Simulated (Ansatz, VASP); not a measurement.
**One calculation of Ta3TiN4, two programs**

INCAR

```
SYSTEM = Ta3TiN4
ALGO = Normal ; EDIFF = 1E-7
ENCUT = 520 ; GGA = PE
ISIF = 2 ; ISMEAR = 0
LASPH = .TRUE. ; LCHARG = .TRUE.
LELF = .TRUE. ; LREAL = .FALSE.
LVHAR = .TRUE. ; LWAVE = .FALSE.
NBANDS = 42 ; NELM = 100
PREC = Accurate ; SIGMA = 0.1
```

File KPOINTS:

```
k-points
0
G
  6 6 2
  0 0 0
```

File POSCAR:

```
Ta3TiN4
1.0
    2.9427009000      0.0000000000      0.0000000000
   -1.4713504000      2.5484537000      0.0000000000
    0.0000000000      0.0000000000     11.3825828000
Ti Ta N
1 3 4
Direct
    0.0000000000      0.0000000000      0.5000000000
    0.0000000000      0.0000000000      0.0000000000
    0.0000000000      0.0000000000      0.2549560000
    0.0000000000      0.0000000000      0.7450440000
    0.6666667000      0.3333333000      0.8732760000
    0.6666667000      0.3333333000      0.1267240000
    0.6666667000      0.3333333000      0.3778760000
    0.6666667000      0.3333333000      0.6221240000
```

Input for Ansatz:

```yaml
crystal:
  lattice:
    - [2.9427009, 0.0, 0.0]
    - [-1.4713504, 2.5484537, 0.0]
    - [0.0, 0.0, 11.3825828]
  atoms:
    - { symbol: Ti, position: [0.0, 0.0, 0.5] }
    - { symbol: Ta, position: [0.0, 0.0, 0.0] }
    - { symbol: Ta, position: [0.0, 0.0, 0.254956] }
    - { symbol: Ta, position: [0.0, 0.0, 0.745044] }
    - { symbol: "N", position: [0.6666667, 0.3333333, 0.873276] }
    - { symbol: "N", position: [0.6666667, 0.3333333, 0.126724] }
    - { symbol: "N", position: [0.6666667, 0.3333333, 0.377876] }
    - { symbol: "N", position: [0.6666667, 0.3333333, 0.622124] }
basis:
  ecutwfc: 420
kpoints:
  mp_grid: { grid: [6, 6, 2] }
hamiltonian:
  xc: pbe
scf:
  occupations: { method: gaussian, width: 0.1 }
  lower_state_search: "off"
output:
  forces: true
  stress: true
  eigenvalues: true
```

Alike in both runs: task single point; functional PBE; k mesh 6 × 6 × 2; occupations gaussian, width 0.1 eV; no spin polarisation.

|  | VASP | Ansatz |
| --- | --- | --- |
| version | VASP 6.6.1 | Ansatz 0.2.0 |
| potentials or method | VASP PAW PBE potentials, release 64 (Ti_sv, Ta_pv, N), cutoff 520 eV | scalar-relativistic, plane waves, PAW |
| valence electrons in the cell | 65 | 71 |

```csv
,VASP,Ansatz,Ansatz less VASP
gap on the k mesh at the Fermi level (eV),none,none,-
pressure (GPa),0.6,0.0,-0.63
"traceless stress, the component that is largest in VASP (GPa)",0.64,0.53,-0.104
rms of the force components (eV/Å),0.024,0.026,+0.0022
```

Atom by atom the forces differ by 0.006 eV/Å (rms over components). A gap of «none» marks a metal or a gap that the smearing closes. VASP's potentials hold 65 valence electrons a cell and Ansatz's 71, so a difference there can come from the potentials and not from the codes.

The k mesh is coarse, so the values compare programs but aren't converged. Spin-orbit coupling is off throughout.
